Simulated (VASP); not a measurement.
# Ag16P in VASP: notebook, part 2 of 2

VASP 6.6.1.

### 3 Single point, PBE+D3(BJ)

Input file INCAR:

```
PREC = Accurate
ENCUT = 520
EDIFF = 1E-6
ISMEAR = 0
SIGMA = 0.15
LREAL = Auto
LASPH = T
NELM = 80
ALGO = Normal
ISIF = 2
LWAVE = F
LCHARG = T
GGA = PE
IVDW = 12
LELF = T
LVHAR = T
NBANDS = 104
```

Input file KPOINTS:

```
Automatic mesh
0
Gamma
  2 3 1
```

Input file POSCAR:

```
Ag16P
1.0
    8.1800000000      0.0000000000      0.0000000000
    0.0000000000      5.7841330000      0.0000000000
    0.0000000000      0.0000000000     15.3381000000
Ag P
16 1
Direct
    0.2500000000      0.2499999568      0.0651971235
    0.7500000000      0.2499999568      0.0651971235
    0.2500000000      0.7500000432      0.0651971235
    0.7500000000      0.7500000432      0.0651971235
   -0.0078264059      0.0018593971      0.1548814390
    0.5076836186      0.0018720178      0.1548886107
   -0.0077520782      0.4985946900      0.1549833421
    0.5075589242      0.4987542645      0.1549137116
    0.2497419315      0.2506634962      0.2511061344
    0.7497206601      0.2507855542      0.2691937072
    0.2498136919      0.7506730914      0.2400966873
    0.7497831296      0.7507726741      0.2639818491
    0.0118805623      0.0026978979      0.3474140213
    0.4875676039      0.0025573409      0.3474623324
    0.0119425428      0.4990134217      0.3474734811
    0.4875003667      0.4988104527      0.3475164460
    0.2496359413      0.7508902371      0.4015488881
```

Potentials or basis: VASP PAW PBE potentials, release 64 (Ag, P).

Command:

```
$ cat potpaw_PBE.64/Ag/POTCAR potpaw_PBE.64/P/POTCAR > POTCAR
$ mpirun -np 1 vasp_std > vasp.out
```

OUTCAR:

```text
PREC = Accurate
   ENCUT = 520
   EDIFF = 1E-6
   ISMEAR = 0
   LREAL = Auto
   LASPH = T
   NELM = 80
   ISIF = 2
   GGA = PE
   IVDW = 12
 IVDW          = 12

 ion  position               nearest neighbor table
   1  0.250  0.250  0.065-   9 2.85   3 2.89   3 2.89   6 2.90   5 2.90   8 2.90   7 2.90
   2  0.750  0.250  0.065-   5 2.81   6 2.81   7 2.81   8 2.81   4 2.89   4 2.89  10 3.13
   3  0.250  0.750  0.065-  11 2.68   1 2.89   1 2.89   8 2.91   7 2.91   6 2.91   5 2.91
   4  0.750  0.750  0.065-   7 2.82   8 2.82   5 2.82   6 2.82   2 2.89   2 2.89  12 3.05
   5  0.992  0.002  0.155-   2 2.81   4 2.82   7 2.87  11 2.87   1 2.90   3 2.91   7 2.91   9 2.95
                            13 2.96  12 2.97  10 3.01
   6  0.508  0.002  0.155-   2 2.81   4 2.82   8 2.87  11 2.88   1 2.90   3 2.91   8 2.91   9 2.95
                            14 2.96  12 2.97  10 3.01
   7  0.992  0.499  0.155-   2 2.81   4 2.82   5 2.87  11 2.88   1 2.90   3 2.91   5 2.91   9 2.94
                            15 2.96  12 2.98  10 3.01
   8  0.508  0.499  0.155-   2 2.81   4 2.82   6 2.87  11 2.88   1 2.90   3 2.91   6 2.91   9 2.95
                            16 2.96  12 2.97  10 3.01
   9  0.250  0.251  0.251-  13 2.83  14 2.83  16 2.83  15 2.83   1 2.85  11 2.90  11 2.90   7 2.94
                             8 2.95   5 2.95   6 2.95
  10  0.750  0.251  0.269-  13 2.85  14 2.85  16 2.85  15 2.85  12 2.89  12 2.89   8 3.01   7 3.01
                             6 3.01   5 3.01   2 3.13
  11  0.250  0.751  0.240-  17 2.48   3 2.68   5 2.87   6 2.88   7 2.88   8 2.88   9 2.90   9 2.90
                            14 2.94  16 2.94  15 2.94  13 2.94
  12  0.750  0.751  0.264-  13 2.89  15 2.89  14 2.89  16 2.89  10 2.89  10 2.89   6 2.97   5 2.97
                             8 2.97   7 2.98   4 3.05
  13  0.012  0.003  0.347-  17 2.57   9 2.83  10 2.85  15 2.87  12 2.89  15 2.91  11 2.94   5 2.96

  14  0.488  0.003  0.347-  17 2.57   9 2.83  10 2.85  16 2.87  12 2.89  16 2.91  11 2.94   6 2.96

  15  0.012  0.499  0.347-  17 2.57   9 2.83  10 2.85  13 2.87  12 2.89  13 2.91  11 2.94   7 2.96

  16  0.488  0.499  0.348-  17 2.57   9 2.83  10 2.85  14 2.87  12 2.89  14 2.91  11 2.94   8 2.96

  17  0.250  0.751  0.402-  11 2.48  15 2.57  13 2.57  14 2.57  16 2.57

  LATTYP: Found a simple orthorhombic cell.
 ALAT       =     5.7841330000
 B/A-ratio  =     1.4142136773
 C/A-ratio  =     2.6517543770

  Lattice vectors:

 A1 = (   0.0000000000,  -5.7841330000,   0.0000000000)
 A2 = (   8.1800000000,   0.0000000000,   0.0000000000)
 A3 = (   0.0000000000,   0.0000000000,  15.3381000000)

Analysis of symmetry for initial positions (statically):
=====================================================================
 Subroutine PRICEL returns:
 Original cell was already a primitive cell.

 Routine SETGRP: Setting up the symmetry group for a
 simple orthorhombic supercell.

 Subroutine GETGRP returns: Found  1 space group operations
 (whereof  1 operations were pure point group operations)
 out of a pool of  8 trial point group operations.

The static configuration has the point symmetry C_1 .

Analysis of symmetry for dynamics (positions and initial velocities):
=====================================================================
 Subroutine PRICEL returns:
 Original cell was already a primitive cell.

 Routine SETGRP: Setting up the symmetry group for a
 simple orthorhombic supercell.

 Subroutine GETGRP returns: Found  1 space group operations
[... 93 lines left out ...]
  0.500000  0.333333  0.000000      2.000000
   k-points           NKPTS =      4   k-points in BZ     NKDIM =      4   number of bands    NBANDS=    104
   number of dos      NEDOS =    301   number of ions     NIONS =     17
   total plane-waves  NPLWV = 368640
   dimension x,y,z NGX =    64 NGY =   48 NGZ =  120
   dimension x,y,z NGXF=   128 NGYF=   96 NGZF=  240
   ions per type =              16   1
   NGX,Y,Z   is equivalent  to a cutoff of  13.01, 13.80, 13.01 a.u.
   NGXF,Y,Z  is equivalent  to a cutoff of  26.01, 27.59, 26.01 a.u.
 SYSTEM =  unknown system
   PREC   = accura    normal or accurate (medium, high low for compatibility)
   ISTART =      0    job   : 0-new  1-cont  2-samecut
   ICHARG =      2    charge: 1-file 2-atom 10-const
   ISPIN  =      1    spin polarized calculation?
   LNONCOLLINEAR =      F non collinear calculations
   LSORBIT =      F    spin-orbit coupling
   LASPH  =      T    aspherical Exc in radial PAW
   ENCUT  =  520.0 eV  38.22 Ry    6.18 a.u.  15.21 10.75 28.52*2*pi/ulx,y,z
   NELM   =     80;   NELMIN=  2; NELMDL= -5     # of ELM steps
   EDIFF  = 0.1E-05   stopping-criterion for ELM
   LREAL  =      T    real-space projection
   EDIFFG = 0.1E-04   stopping-criterion for IOM
   NSW    =      0    number of steps for IOM
   IBRION =     -1    ionic relax: 0-MD 1-quasi-New 2-CG
   NFREE  =      0    steps in history (QN), initial steepest desc. (CG)
   ISIF   =      2    stress and relaxation
   ISYM   =      2    0-nonsym 1-usesym 2-fastsym
   POTIM  = 0.5000    time-step for ionic-motion
   TEBEG  =    0.0;   TEEND  =   0.0 temperature during run
   PSTRESS=    0.0 pullay stress
   NELECT =     181.0000    total number of electrons
   NUPDOWN=      -1.0000    fix difference up-down
   EMIN   =  10.00;   EMAX   =-10.00  energy-range for DOS
   EFERMI =   0.00;   METHOD = LEGACY
   ISMEAR =     0;   SIGMA  =   0.15  broadening in eV -4-tet -1-fermi 0-gaus
   EFERMI_NEDOS =   21; number of points for ismear=-14 and -15
   IALGO  =     38    algorithm
   IMIX   =      4    mixing-type and parameters
     AMIX     =   0.40;   BMIX     =  1.00
     AMIX_MAG =   1.60;   BMIX_MAG =  1.00
  volume/ion in A,a.u.               =      42.69       288.08
  Fermi-wavevector in a.u.,A,eV,Ry     =   1.030497  1.947357 14.448348  1.061924
  Thomas-Fermi vector in A             =   2.164598
   LORBIT       =      0    0 simple, 1 ext, 2 COOP (PROOUT), +10 PAW based schemes
   GGA     = PE    functional components
   LHFCALC =     F    Hartree Fock is set to
   AEXX    =    0.0000 exact exchange contribution
   IVDW    =    12    specifies the selected vdW correction
   LEPSILON=     F    determine dielectric tensor
   LRPA    =     F    only Hartree local field effects (RPA)
 non-spin polarized calculation
 Gauss-broadening in eV      SIGMA  =   0.15
  energy-cutoff  :      520.00
  volume of cell :      725.71
 maximum number of plane-waves:     19590
 NGX is ok and might be reduce to    64
   NGX = 31   NGY = 21   NGZ = 57

 number of electron     180.9999980 magnetization

 Free energy of the ion-electron system (eV)
  ---------------------------------------------------
  ext. energy  EPLUGINS =         0.00000000
  ---------------------------------------------------
  free energy    TOTEN  =       -43.41138703 eV

  energy without entropy =      -43.29424642  energy(sigma->0) =      -43.35281673

 E-fermi :   0.7400     XC(G=0):  -5.9908

 val. band max:        0.7221415185   @ k =   0.5000   0.0000   0.0000
 cond. band min:       0.7628823723   @ k =   0.5000   0.3333   0.0000
 fundamental gap:      0.0407408538
 Fermi energy:         0.7399848303

 k-point     1 :       0.0000    0.0000    0.0000
  band No.  band energies     occupation
      1      -9.7119      2.00000
      2      -6.0095      2.00000
      3      -5.5078      2.00000
      4      -5.4184      2.00000
      5      -5.3833      2.00000
      6      -5.2786      2.00000
[... 409 lines left out ...]
    101       3.9905      0.00000
    102       4.4323      0.00000
 [bands above 102 left out]

------------------------ aborting loop because EDIFF is reached ----------------------------------------

 Edisp (eV)   -6.21943

 E8    (eV) :    -2.8288

  FORCE on cell =-STRESS in cart. coord.  units (eV):
  Direction    XX          YY          ZZ          XY          YZ          ZX
  --------------------------------------------------------------------------------------
  -------------------------------------------------------------------------------------
  Total      -8.02158    -7.40536    -0.51781     0.00407    -0.02475     0.03157
  in kB     -17.70955   -16.34909    -1.14319     0.00898    -0.05464     0.06970
  external pressure =      -11.73 kB  Pullay stress =        0.00 kB

 VOLUME and BASIS-vectors are now :
 -----------------------------------------------------------------------------
  energy-cutoff  :      520.00
  volume of cell :      725.71
      direct lattice vectors                 reciprocal lattice vectors
     8.180000000  0.000000000  0.000000000     0.122249389  0.000000000  0.000000000
     0.000000000  5.784133000  0.000000000     0.000000000  0.172886758  0.000000000
     0.000000000  0.000000000 15.338100000     0.000000000  0.000000000  0.065197124

 POSITION                                       TOTAL-FORCE (eV/Angst)
 -----------------------------------------------------------------------------------
      2.04500      1.44603      1.00000        -0.001838      0.000153      0.170681
      6.13500      1.44603      1.00000        -0.003027      0.004836     -0.077074
      2.04500      4.33810      1.00000        -0.002412      0.001405     -0.148382
      6.13500      4.33810      1.00000        -0.001181      0.000522      0.069932
      8.11598      0.01076      2.37559         0.001051      0.002447      0.002554
      4.15285      0.01083      2.37570        -0.002021      0.004267      0.003843
[... 9 lines left out ...]
      3.98775      2.88519      5.33024        -0.012431      0.007239     -0.008569
      2.04202      4.34325      6.15900         0.003041     -0.001716     -0.012797
 -----------------------------------------------------------------------------------
    total drift:                                0.004223      0.004132      0.009302

  FREE ENERGIE OF THE ION-ELECTRON SYSTEM (eV)
  ---------------------------------------------------
  free  energy   TOTEN  =       -49.6308202079 eV

  energy  without entropy=      -49.5136795961  energy(sigma->0) =      -49.57224990
```

Wall time 11 min (1 thread of Intel Xeon Platinum 8259CL at 2.50GHz (Skylake/Cascade Lake), shared host); peak memory 0.79 GiB.

What came out:

```yaml
Free_energy: -49.6308 eV
Largest_force: 0.171 eV/Å
Band_gap_on_the_k_mesh: zero (an odd number of electrons rules out a gap without spin polarisation)
Dispersion_energy_per_atom: -0.366 eV
```

Forces in eV/Å, atoms in the order of the input:
```
Ag  -0.002  0.000  0.171
Ag  -0.003  0.005 -0.077
Ag  -0.002  0.001 -0.148
Ag  -0.001  0.001  0.070
Ag   0.001  0.002  0.003
Ag  -0.002  0.004  0.004
Ag  -0.003 -0.001 -0.001
Ag   0.003 -0.005  0.001
Ag   0.004 -0.001  0.008
Ag   0.001 -0.002 -0.005
Ag   0.003 -0.001  0.015
Ag  -0.001 -0.003 -0.002
Ag   0.012 -0.004 -0.004
Ag  -0.012 -0.005 -0.007
Ag   0.012  0.003 -0.006
Ag  -0.012  0.007 -0.009
P    0.003 -0.002 -0.013
```

Levels at points of the mesh, in eV from the Fermi level:
| k point | band 88 | band 89 | band 90 | band 91 | band 92 | band 93 |
| --- | --- | --- | --- | --- | --- | --- |
| (0.00, 0.00, 0.00) | -1.00 | -0.31 | -0.22 | -0.03 | 0.09 | 0.55 |
| (0.50, 0.00, 0.00) | -0.45 | -0.02 | 0.21 | 0.23 | 0.37 | 0.37 |

Caveat: the k points lie up to 0.38 Å⁻¹ apart, too coarse for converged energies and pressures of a metal; there is no dipole correction, which matters where the two faces differ.

The gap in the log of VASP goes by the Fermi energy; the results here count the filled bands.